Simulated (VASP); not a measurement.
# Os (I4_1/amd) in VASP: notebook

The runs below take Os through single point, with PBEsol.

All numbers are computed with VASP 6.6.1; they aren't measurements. Logs are shortened: lines on timing, memory, paths and dates and some standing lists are left out, and cuts for length are marked.

## (1) The cell of the first run

Symmetry: I4_1/amd, No. 141, tetragonal system. The conventional cell has a = 4.738 Å, b = 4.738 Å, c = 2.584 Å, α = 90.00°, β = 90.00°, γ = 90.00°. Os (site symmetry -4m2) has 10 Os at 2.46 to 3.06 Å within 3.2 Å.

## (2) Single point, PBEsol

INCAR reads:

```
SYSTEM = Os
ALGO = Fast
EDIFF = 1E-7
ENCUT = 520
GGA = PS
ISIF = 2
ISMEAR = 0
LASPH = .True.
LCHARG = .True.
LELF = .True.
LREAL = .False.
LVHAR = .True.
LWAVE = .False.
NBANDS = 15
NELM = 100
PREC = Accurate
SIGMA = 0.1
```

KPOINTS reads:

```
k-points
0
Gamma
  8 8 8
  0 0 0
```

POSCAR reads:

```
Os
1.0
   -2.3688180819      2.3688180819      1.2922339908
    2.3688180819     -2.3688180819      1.2922339908
    2.3688180819      2.3688180819     -1.2922339908
Os
2
Direct
    0.0000000000      0.0000000000      0.0000000000
    0.7500000000      0.2500000000      0.5000000000
```

Potentials or basis: VASP PAW PBE potentials, release 64 (Os).

Launch:

```bash
$ cat potpaw_PBE.64/Os/POTCAR > POTCAR
$ mpirun -np 1 vasp_std > vasp.out
```

OUTCAR:

```text
SYSTEM = Os
   EDIFF = 1E-7
   ENCUT = 520
   GGA = PS
   ISIF = 2
   ISMEAR = 0
   LASPH = .True.
   LREAL = .False.
   NELM = 100
   PREC = Accurate

 ion  position               nearest neighbor table
   1  0.000  0.000  0.000-   2 2.46   2 2.46   2 2.46   2 2.46   2 3.06   2 3.06   2 3.06   2 3.06

   2  0.750  0.250  0.500-   1 2.46   1 2.46   1 2.46   1 2.46   1 3.06   1 3.06   1 3.06   1 3.06

  LATTYP: Found a body centered tetragonal cell.
 ALAT       =     4.7376361638
 C/A-ratio  =     0.5455184595

  Lattice vectors:

 A1 = (  -2.3688180819,   2.3688180819,   1.2922339908)
 A2 = (   2.3688180819,  -2.3688180819,   1.2922339908)
 A3 = (   2.3688180819,   2.3688180819,  -1.2922339908)

Analysis of symmetry for initial positions (statically):
=====================================================================
 Subroutine PRICEL returns:
 Original cell was already a primitive cell.

 Routine SETGRP: Setting up the symmetry group for a
 body centered tetragonal supercell.

 Subroutine GETGRP returns: Found 16 space group operations
 (whereof  8 operations were pure point group operations)
 out of a pool of 16 trial point group operations.

The static configuration has the point symmetry D_2d.
 The point group associated with its full space group is D_4h.

Analysis of symmetry for dynamics (positions and initial velocities):
=====================================================================
 Subroutine PRICEL returns:
 Original cell was already a primitive cell.

 Routine SETGRP: Setting up the symmetry group for a
 body centered tetragonal supercell.

 Subroutine GETGRP returns: Found 16 space group operations
 (whereof  8 operations were pure point group operations)
 out of a pool of 16 trial point group operations.

The dynamic configuration has the point symmetry D_2d.
 The point group associated with its full space group is D_4h.

 Subroutine INISYM returns: Found 16 space group operations
 (whereof  8 operations are pure point group operations),
 and found     1 'primitive' translations

----------------------------------------------------------------------------------------

                                     Primitive cell

  volume of cell :      29.0044

  direct lattice vectors                    reciprocal lattice vectors
    -2.368818082  2.368818082  1.292233991     0.000000000  0.211075728  0.386926829
     2.368818082 -2.368818082  1.292233991     0.211075728  0.000000000  0.386926829
     2.368818082  2.368818082 -1.292233991     0.211075728  0.211075728  0.000000000

  length of vectors
     3.590608151  3.590608151  3.590608151     0.440755412  0.440755412  0.298506157

  position of ions in fractional coordinates (direct lattice)
     0.000000000  0.000000000  0.000000000
     0.750000000  0.250000000  0.500000000

  ion indices of the primitive-cell ions
   primitive index   ion index
                 1           1
                 2           2

----------------------------------------------------------------------------------------

 KPOINTS: k-points

Automatic generation of k-mesh.
 Grid dimensions read from file:
 generate k-points for:    8    8    8

 Generating k-lattice:

  Cartesian coordinates                     Fractional coordinates (reciprocal lattice)
     0.000000000  0.026384466  0.048365854     0.125000000  0.000000000  0.000000000
     0.026384466  0.000000000  0.048365854     0.000000000  0.125000000  0.000000000
     0.026384466  0.026384466  0.000000000     0.000000000  0.000000000  0.125000000

  Length of vectors
     0.055094427  0.055094427  0.037313270

  Shift w.r.t. Gamma in fractional coordinates (k-lattice)
     0.000000000  0.000000000  0.000000000

 Subroutine IBZKPT returns following result:
 ===========================================

 Found     59 irreducible k-points:

 Following reciprocal coordinates:
            Coordinates               Weight
  0.000000  0.000000  0.000000      1.000000
  0.125000  0.000000  0.000000      8.000000
  0.250000  0.000000  0.000000      8.000000
  0.375000  0.000000  0.000000      8.000000
  0.500000  0.000000  0.000000      4.000000
  0.125000  0.125000  0.000000      8.000000
[... 16 lines left out ...]
  0.250000  0.125000  0.125000     16.000000
  0.375000  0.125000  0.125000      8.000000
 [... further k-points ...]
   k-points           NKPTS =     59   k-points in BZ     NKDIM =     59   number of bands    NBANDS=     15
   number of dos      NEDOS =    301   number of ions     NIONS =      2
   total plane-waves  NPLWV =  21952
   dimension x,y,z NGX =    28 NGY =   28 NGZ =   28
   dimension x,y,z NGXF=    56 NGYF=   56 NGZF=   56
   ions per type =               2
   NGX,Y,Z   is equivalent  to a cutoff of  12.96, 12.96, 12.96 a.u.
   NGXF,Y,Z  is equivalent  to a cutoff of  25.93, 25.93, 25.93 a.u.
 SYSTEM =  Os
   PREC   = accura    normal or accurate (medium, high low for compatibility)
   ISTART =      0    job   : 0-new  1-cont  2-samecut
   ICHARG =      2    charge: 1-file 2-atom 10-const
   ISPIN  =      1    spin polarized calculation?
   LNONCOLLINEAR =      F non collinear calculations
   LSORBIT =      F    spin-orbit coupling
   LASPH  =      T    aspherical Exc in radial PAW
   ENCUT  =  520.0 eV  38.22 Ry    6.18 a.u.   6.68  6.68  6.68*2*pi/ulx,y,z
   NELM   =    100;   NELMIN=  2; NELMDL= -5     # of ELM steps
   EDIFF  = 0.1E-06   stopping-criterion for ELM
   LREAL  =      F    real-space projection
   EDIFFG = 0.1E-05   stopping-criterion for IOM
   NSW    =      0    number of steps for IOM
   IBRION =     -1    ionic relax: 0-MD 1-quasi-New 2-CG
   NFREE  =      0    steps in history (QN), initial steepest desc. (CG)
   ISIF   =      2    stress and relaxation
   ISYM   =      2    0-nonsym 1-usesym 2-fastsym
   POTIM  = 0.5000    time-step for ionic-motion
   TEBEG  =    0.0;   TEEND  =   0.0 temperature during run
   PSTRESS=    0.0 pullay stress
   NELECT =      16.0000    total number of electrons
   NUPDOWN=      -1.0000    fix difference up-down
   EMIN   =  10.00;   EMAX   =-10.00  energy-range for DOS
   EFERMI =   0.00;   METHOD = LEGACY
   ISMEAR =     0;   SIGMA  =   0.10  broadening in eV -4-tet -1-fermi 0-gaus
   EFERMI_NEDOS =   21; number of points for ismear=-14 and -15
   IALGO  =     68    algorithm
   IMIX   =      4    mixing-type and parameters
     AMIX     =   0.40;   BMIX     =  1.00
     AMIX_MAG =   1.60;   BMIX_MAG =  1.00
  volume/ion in A,a.u.               =      14.50        97.87
  Fermi-wavevector in a.u.,A,eV,Ry     =   1.342641  2.537224 24.527024  1.802685
  Thomas-Fermi vector in A             =   2.470779
   LORBIT       =      0    0 simple, 1 ext, 2 COOP (PROOUT), +10 PAW based schemes
   GGA     = PS    functional components
   LHFCALC =     F    Hartree Fock is set to
   AEXX    =    0.0000 exact exchange contribution
   IVDW    =     0    specifies the selected vdW correction
   LEPSILON=     F    determine dielectric tensor
   LRPA    =     F    only Hartree local field effects (RPA)
 non-spin polarized calculation
 RMM-DIIS sequential band-by-band and
 Gauss-broadening in eV      SIGMA  =   0.10
  energy-cutoff  :      520.00
  volume of cell :       29.00
 maximum number of plane-waves:       789
   NGX = 13   NGY = 13   NGZ = 13

 number of electron      16.0000000 magnetization

 Free energy of the ion-electron system (eV)
  ---------------------------------------------------
  ext. energy  EPLUGINS =         0.00000000
  ---------------------------------------------------
  free energy    TOTEN  =       -21.78630287 eV

  energy without entropy =      -21.77183347  energy(sigma->0) =      -21.77906817

 E-fermi :   8.9001     XC(G=0): -13.8382

 val. band max:        8.8995299518   @ k =  -0.3750   0.5000   0.3750
 cond. band min:       8.9301572629   @ k =  -0.1250   0.5000   0.1250
 fundamental gap:      0.0306273111
 Fermi energy:         8.9000799456

 k-point     1 :       0.0000    0.0000    0.0000
  band No.  band energies     occupation
      1      -1.7672      2.00000
      2       1.1971      2.00000
      3       2.7194      2.00000
      4       3.2611      2.00000
      5       4.2347      2.00000
      6       8.7348      1.98061
      7       8.7348      1.98061
      8       8.7992      1.84639
      9       8.7992      1.84639
     10      11.8931      0.00000
     11      13.6378      0.00000
     12      14.5970      0.00000
     13      14.5970      0.00000
     14      24.9706      0.00000
     15      25.6427      0.00000

 k-point     2 :       0.1250    0.0000    0.0000
  band No.  band energies     occupation
      1      -1.0919      2.00000
      2       1.5560      2.00000
      3       2.8708      2.00000
      4       4.0507      2.00000
      5       4.6702      2.00000
      6       6.7789      2.00000
      7       7.0847      2.00000
      8       8.9963      0.17364
      9       9.1827      0.00006
     10      11.6441      0.00000
     11      12.8550      0.00000
     12      15.9956      0.00000
     13      16.4539      0.00000
     14      25.0813      0.00000
     15      25.8066      0.00000

 k-point     3 :       0.2500    0.0000    0.0000
  band No.  band energies     occupation
      1       0.5553      2.00000
      2       2.3703      2.00000
      3       3.1518      2.00000
      4       4.6276      2.00000
      5       5.0461      2.00000
      6       5.9501      2.00000
      7       7.3508      2.00000
      8       7.9520      2.00000
      9       8.2645      2.00000
     10      10.9539      0.00000
     11      12.4905      0.00000
     12      17.5722      0.00000
     13      18.2655      0.00000
     14      24.1731      0.00000
     15      25.0376      0.00000
[... 343 lines left out ...]
 k-point    23 :       0.2500    0.1250    0.1250
  band No.  band energies     occupation
      1       1.9013      2.00000
      2       2.1079      2.00000
      3       3.6105      2.00000
      4       4.4772      2.00000
      5       5.2162      2.00000
      6       6.5157      2.00000
      7       7.3703      2.00000
      8       9.5045      0.00000
      9       9.7844      0.00000
     10      10.8643      0.00000
     11      12.1032      0.00000
     12      14.9894      0.00000
     13      18.6241      0.00000
     14      19.9581      0.00000
     15      23.9673      0.00000

 k-point    24 :       0.3750    0.1250    0.1250
  band No.  band energies     occupation
      1       1.8772      2.00000
      2       2.0744      2.00000
      3       3.1648      2.00000
      4       4.6253      2.00000
      5       5.1703      2.00000
      6       7.2448      2.00000
      7       7.8776      2.00000
      8       9.5946      0.00000
      9      10.4456      0.00000
     10      11.9614      0.00000
     11      13.1828      0.00000
     12      16.1682      0.00000
     13      16.6105      0.00000
     14      16.7741      0.00000
     15      23.5968      0.00000

 [... further k-points ...]

------------------------ aborting loop because EDIFF is reached ----------------------------------------

  FORCE on cell =-STRESS in cart. coord.  units (eV):
  Direction    XX          YY          ZZ          XY          YZ          ZX
  --------------------------------------------------------------------------------------
  -------------------------------------------------------------------------------------
  Total        5.5779996      5.5779996      4.7861885      0.0000000      0.0000000      0.0000000
  in kB      308.1232661    308.1232661    264.3843911      0.0000000      0.0000000      0.0000000
  external PRESSURE =     293.5436411 kB  Pullay stress =       0.0000000 kB

 VOLUME and BASIS-vectors are now :
 -----------------------------------------------------------------------------
  energy-cutoff  :      520.00
  volume of cell :       29.00
      direct lattice vectors                 reciprocal lattice vectors
    -2.368818082  2.368818082  1.292233991     0.000000000  0.211075728  0.386926829
     2.368818082 -2.368818082  1.292233991     0.211075728  0.000000000  0.386926829
     2.368818082  2.368818082 -1.292233991     0.211075728  0.211075728  0.000000000

 POSITION                                       TOTAL-FORCE (eV/Angst)
 -----------------------------------------------------------------------------------
      0.00000      0.00000      0.00000        -0.000000      0.000000     -0.000000
      0.00000      2.36882      0.64612         0.000000     -0.000000      0.000000
 -----------------------------------------------------------------------------------
    total drift:                               -0.000000      0.000000      0.000000

  FREE ENERGIE OF THE ION-ELECTRON SYSTEM (eV)
  ---------------------------------------------------
  free  energy   TOTEN  =       -21.7863028740 eV

  energy  without entropy=      -21.7718334715  energy(sigma->0) =      -21.77906817
```

Wall time 18 s (1 thread of Intel Xeon 6975P-C (Granite Rapids), shared host); peak memory 0.16 GiB.

What came out:

```yaml
Free_energy: -21.7863 eV
Pressure: 29.4 GPa
Band_gap_on_the_k_mesh: zero (band 8 reaches 9.59 eV, above the bottom of band 9 at 8.02 eV)
```

Levels at points of the mesh, in eV from the Fermi level:
```tsv
k point	band 6	band 7	band 8	band 9	band 10	band 11
(0.00, 0.00, 0.00)	-0.17	-0.17	-0.10	-0.10	2.99	4.74
(0.50, 0.00, 0.00)	-2.05	-1.41	0.11	1.49	1.79	4.82
(0.50, 0.50, 0.00)	-3.40	-1.49	-1.49	1.16	1.16	1.63
(0.50, 0.50, 0.50)	-1.21	-0.92	-0.92	0.40	0.40	0.46
```

Caveat: the PAW data sets were made with another functional, which shifts forces and pressure a little; spin-orbit coupling is left out, which moves the levels of the heavy elements.

## (3) Single point, PBEsol

This run uses another cell than the first one, of 15.59 Å³/atom, 1.075 times its volume.

INCAR reads:

```
ALGO     = Normal         # electronic algorithm
EDIFF    = 1E-7           # SCF threshold, eV
ENCUT    = 520            # plane-wave cutoff, eV
GGA      = PS             # functional
ISIF     = 2              # what is computed and relaxed
ISMEAR   = 0              # smearing method
LASPH    = True           # aspherical terms in the spheres
LCHARG   = True           # write CHGCAR
LELF     = True           # ELF
LREAL    = False          # projectors in reciprocal space
LVHAR    = True         
LWAVE    = False          # write WAVECAR
NBANDS   = 15             # bands
NELM     = 60             # most SCF steps
PREC     = Accurate       # precision mode
SIGMA    = 0.1            # smearing width, eV
```

KPOINTS reads:

```
k-points
0
Gamma
  8 8 8
```

POSCAR reads:

```
Os
1.0
   -2.4381652303      2.4381652303      1.3116103120
    2.4381652303     -2.4381652303      1.3116103120
    2.4381652303      2.4381652303     -1.3116103120
Os
2
Direct
    0.0000000000      0.0000000000      0.0000000000
    0.7500000000      0.2500000000      0.5000000000
```

Potentials or basis: VASP PAW PBE potentials, release 64 (Os).

Launch:

```bash
$ cat potpaw_PBE.64/Os/POTCAR > POTCAR
$ mpirun -np 1 vasp_std > vasp.out
```

Wall time 12 s (1 thread of Intel Xeon 6975P-C (Granite Rapids), shared host); peak memory 0.17 GiB.

Results (log left out):

* Free energy: -21.9774 eV
* Pressure: 0.0 GPa
* Band gap on the k mesh: zero (band 8 reaches 8.46 eV, above the bottom of band 9 at 7.02 eV)

Stress tensor (GPa, compression positive):
```
-0.16  0.00  0.00
 0.00 -0.16  0.00
 0.00  0.00  0.46
```

Levels at points of the mesh, in eV from the Fermi level:
| k point | band 5 | band 6 | band 7 | band 8 | band 9 | band 10 | band 11 | band 12 |
| --- | --- | --- | --- | --- | --- | --- | --- | --- |
| (0.00, 0.00, 0.00) | -4.36 | -0.04 | -0.04 | 0.01 | 0.01 | 2.55 | 4.15 | 5.25 |
| (0.50, 0.00, 0.00) | -2.27 | -1.97 | -1.30 | 0.12 | 1.22 | 1.54 | 4.46 | 7.07 |
| (0.50, 0.50, 0.00) | -3.13 | -3.13 | -1.38 | -1.38 | 1.04 | 1.04 | 1.41 | 1.41 |
| (0.50, 0.50, 0.50) | -1.11 | -1.11 | -0.86 | -0.86 | 0.39 | 0.39 | 0.46 | 0.46 |

Caveat: the PAW data sets were made with another functional, which shifts forces and pressure a little; spin-orbit coupling is left out, which moves the levels of the heavy elements.
